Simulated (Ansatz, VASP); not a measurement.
**TiB2: VASP beside Ansatz**

```
CELL_PARAMETERS angstrom
3.03180 0.00000 0.00000
-1.51590 2.66500 0.00000
0.00000 0.00000 3.22423
ATOMIC_POSITIONS crystal
Ti 0.00000 0.00000 0.00000
B 0.33333 0.66667 0.50000
B 0.66667 0.33333 0.50000
```

Change from the starting cell: strain +0.0150 x Voigt [0, 1, 0, 0, 0, 0], atoms carried along.

Alike in both runs: task single point; functional PBE; k mesh 18 × 18 × 14; occupations gaussian, width 0.15 eV; no spin polarisation.

|  | VASP | Ansatz |
| --- | --- | --- |
| version | VASP 6.6.1 | Ansatz 0.2.0 |
| potentials or method | VASP PAW PBE potentials, release 64 (Ti_sv, B), cutoff 520 eV | scalar-relativistic, plane waves, PAW |
| valence electrons in the cell | 18 | 18 |

|  | VASP | Ansatz | Ansatz less VASP |
| --- | --- | --- | --- |
| gap on the k mesh at the Fermi level (eV) | none | none | - |
| pressure (GPa) | -3.7 | -3.9 | -0.21 |
| traceless stress, the component that is largest in VASP (GPa) | -5.46 | -5.45 | +0.012 |
| rms of the force components (eV/Å) | 0.016 | 0.016 | -0.0003 |

Atom by atom the forces differ by 0.000 eV/Å (rms over components). A gap of «none» marks a metal or a gap that the smearing closes.
